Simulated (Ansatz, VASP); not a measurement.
Ge in VASP and in Ansatz

```
Ge
1.0
     4.17990    0.00000    0.00000
    -2.08995    3.61990    0.00000
     0.00000    0.00000    6.89330
Ge
4
Direct
  0.66667 0.33333 0.06279
  0.33333 0.66667 0.56279
  0.66667 0.33333 0.43721
  0.33333 0.66667 0.93721
```

Change from the starting cell: strain +0.030 along x and y, +0.030 along z, atoms carried along.

Alike in both runs: task single point; functional PBE; k mesh 12 × 12 × 8; occupations gaussian, width 0.15 eV; no spin polarisation.

|  | VASP | Ansatz |
| --- | --- | --- |
| version | VASP 6.6.1 | Ansatz 0.2.0 |
| potentials or method | VASP PAW PBE potentials, release 64 (Ge_d), cutoff 520 eV | scalar-relativistic, plane waves, PAW |
| valence electrons in the cell | 56 | 56 |

|  | VASP | Ansatz | Ansatz less VASP |
| --- | --- | --- | --- |
| gap on the k mesh at the Fermi level (eV) | none | none | - |
| pressure (GPa) | -4.3 | -4.3 | +0.03 |
| rms of the force components (eV/Å) | 0.017 | 0.017 | -0.0001 |

Atom by atom the forces differ by 0.000 eV/Å (rms over components). A gap of «none» marks a metal or a gap that the smearing closes.
